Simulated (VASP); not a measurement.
Here is a VASP 6.6.1 calculation.

The input INCAR:

```
ALGO = Normal
EDIFF = 1E-7
ENCUT = 520
GGA = PS
ISIF = 2
ISMEAR = 0
LASPH = True
LCHARG = False
LREAL = False
LWAVE = False
NBANDS = 11
NELM = 100
PREC = Accurate
SIGMA = 0.02
```

File KPOINTS:

```
k-points
0
Gamma
  12 12 12
```

Contents of POSCAR:

```
Si
1.0
    0.0000000000      2.7166644198      2.7166644198
    2.7166644198      0.0000000000      2.7166644198
    2.7166644198      2.7166644198      0.0000000000
Si
2
Direct
    0.7500000000      0.7500000000      0.7500000000
    0.5000000000      0.5000000000      0.5000000000
```

Potentials or basis: VASP PAW PBE potentials, release 64 (Si).

Launch:

```bash
$ cat potpaw_PBE.64/Si/POTCAR > POTCAR
$ mpirun -np 1 vasp_std > vasp.out
```

Q: Estimate the pressure.

A: 0.1 GPa.

Q: Estimate the band gap on the k mesh.

A: 0.46 eV, indirect (least direct gap 2.52 eV).

Caveat: the PAW data sets were made with another functional, which shifts forces and pressure a little. A hybrid or GW would open this gap; PBEsol tends to underestimate it.
